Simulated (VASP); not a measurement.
# ZnSe (F-43m) in VASP: a series of runs, part 2 of 2

VASP 6.6.1. Earlier steps stand in the parts before.

### 3 Single point, PBEsol

This run uses another cell than the first one, of 21.17 Å³/atom, 0.975 times its volume.

Input file INCAR:

```
SYSTEM = ZnSe
  PREC = Accurate
  ENCUT = 520
  EDIFF = 1E-6
  ISMEAR = 0
  SIGMA = 0.01
  LREAL = .False.
  LASPH = .True.
  NELM = 100
  ALGO = Normal
  ISIF = 2
  LWAVE = .False.
  LCHARG = .False.
  GGA = PS
  NBANDS = 16
```

Input file KPOINTS:

```
Automatic mesh
0
Gamma
  8 8 8
  0 0 0
```

Input file POSCAR:

```
ZnSe
1.0
    2.7662892562      2.7662892562      0.0000000000
   -2.7662892562      2.7662892562      0.0000000000
    0.0000000000      2.7662892562      2.7662892562
Zn Se
1 1
Direct
    0.0000000000      0.0000000000      0.0000000000
    0.7500000000      0.2500000000      0.5000000000
```

Potentials or basis: VASP PAW PBE potentials, release 64 (Zn, Se).

Run with:

```bash
cat potpaw_PBE.64/Zn/POTCAR potpaw_PBE.64/Se/POTCAR > POTCAR
mpirun -np 1 vasp_std > vasp.out
```

OUTCAR:

```text
SYSTEM = ZnSe
   PREC = Accurate
   ENCUT = 520
   EDIFF = 1E-6
   ISMEAR = 0
   LREAL = .False.
   LASPH = .True.
   NELM = 100
   ISIF = 2
   GGA = PS

 ion  position               nearest neighbor table
   1  0.000  0.000  0.000-   2 2.40   2 2.40   2 2.40   2 2.40
   2  0.750  0.250  0.500-   1 2.40   1 2.40   1 2.40   1 2.40

  LATTYP: Found a face centered cubic cell.
 ALAT       =     5.5325785124

  Lattice vectors:

 A1 = (   0.0000000000,   2.7662892562,   2.7662892562)
 A2 = (   2.7662892562,   0.0000000000,   2.7662892562)
 A3 = (   2.7662892562,   2.7662892562,   0.0000000000)
[... 625 lines left out ...]
      4      -4.3235      2.00000
      5      -4.2684      2.00000
      6      -4.0309      2.00000
[... 8 lines left out ...]
     15      15.0103      0.00000
     16      15.9397      0.00000

 [... further k-points ...]
[... 5 lines left out ...]
  --------------------------------------------------------------------------------------
  -------------------------------------------------------------------------------------
  Total        1.1394254      1.1394254      1.1394254      0.0000000      0.0000000     -0.0000000
  in kB       43.1195013     43.1195013     43.1195013      0.0000000      0.0000000     -0.0000000
  external PRESSURE =      43.1195013 kB  Pullay stress =       0.0000000 kB

 VOLUME and BASIS-vectors are now :
 -----------------------------------------------------------------------------
  energy-cutoff  :      520.00
  volume of cell :       42.34
      direct lattice vectors                 reciprocal lattice vectors
     2.766289256  2.766289256  0.000000000     0.180747548  0.180747548 -0.180747548
    -2.766289256  2.766289256  0.000000000    -0.180747548  0.180747548 -0.180747548
     0.000000000  2.766289256  2.766289256     0.000000000  0.000000000  0.361495096

 POSITION                                       TOTAL-FORCE (eV/Angst)
 -----------------------------------------------------------------------------------
      0.00000      0.00000      0.00000         0.000000      0.000000      0.000000
      1.38314      4.14943      1.38314        -0.000000     -0.000000      0.000000
 -----------------------------------------------------------------------------------
    total drift:                               -0.000001     -0.000000      0.000000

  FREE ENERGIE OF THE ION-ELECTRON SYSTEM (eV)
  ---------------------------------------------------
  free  energy   TOTEN  =        -6.7406825283 eV

  energy  without entropy=       -6.7406825283  energy(sigma->0) =       -6.74068253
```

Wall time 27 s (1 thread of AMD EPYC 7R13, shared host); peak memory 0.15 GiB.

Results:

```yaml
Free_energy: -6.7407 eV
Pressure: 4.3 GPa
Band_gap_on_the_k_mesh: 1.47 eV, direct
```

Caveat: the PAW data sets were made with another functional, which shifts forces and pressure a little.

### 4 Single point, PBEsol

This run uses another cell than the first one, of 23.09 Å³/atom, 1.063 times its volume.

Input file INCAR:

```
PREC = Accurate
ENCUT = 520
EDIFF = 1E-7
ISMEAR = 0
SIGMA = 0.01
LREAL = False
LASPH = True
NELM = 60
ALGO = Normal
ISIF = 2
LWAVE = False
LCHARG = False
GGA = PS
NBANDS = 16
```

Input file KPOINTS:

```
regular mesh
0
Gamma
  8 8 8
```

Input file POSCAR:

```
ZnSe
1.0
    2.8473901834      2.8473901834      0.0000000000
   -2.8473901834      2.8473901834      0.0000000000
    0.0000000000      2.8473901834      2.8473901834
Zn Se
1 1
Direct
    0.0000000000      0.0000000000      0.0000000000
    0.7500000000      0.2500000000      0.5000000000
```

Run with:

```bash
cat potpaw_PBE.64/Zn/POTCAR potpaw_PBE.64/Se/POTCAR > POTCAR
mpirun -np 1 vasp_std > vasp.out
```

Wall time 33 s (1 thread of AMD EPYC 7R13, shared host); peak memory 0.15 GiB.

Results (log left out):

```yaml
Free_energy: -6.7662 eV
Pressure: -1.7 GPa
Band_gap_on_the_k_mesh: 1.11 eV, direct
```

Levels at points of the mesh, in eV from the valence-band top:
```
           k point  band 5  band 6  band 7  band 8  band 9  band 10  band 11  band 12  band 13  band 14
(0.00, 0.00, 0.00)   -6.15   -6.15    0.00    0.00    0.00     1.11     5.74     5.74     5.74     9.68
(0.50, 0.00, 0.00)   -6.13   -5.99   -5.19   -0.86   -0.86     2.42     6.31     6.31     8.37    10.74
(0.50, 0.50, 0.00)   -6.10   -5.97   -4.73   -2.16   -2.16     2.87     3.37    10.50    11.07    11.07
```

Caveat: the PAW data sets were made with another functional, which shifts forces and pressure a little.

### 5 Overview

| cell | gap on the mesh (eV) | pressure (GPa) |
| --- | --- | --- |
| a = 3.945 Å, angles 60.0, 60.0, 90.0°, 2 atoms | 1.36 | 2.3 |
| a = 3.912 Å, angles 60.0, 60.0, 90.0°, 2 atoms | 1.47 | 4.3 |
| a = 4.027 Å, angles 60.0, 60.0, 90.0°, 2 atoms | 1.11 | -1.7 |

Alike in all rows: task single point; level PBEsol; potentials or basis VASP PAW PBE potentials, release 64 (Zn, Se); no spin polarisation; k mesh 8 × 8 × 8; cutoff (eV) 520; smearing gaussian 0.01 eV.

Caveats: the PAW data sets were made with another functional, which shifts forces and pressure a little.

Absolute energies hang on the potentials; compare differences alone.
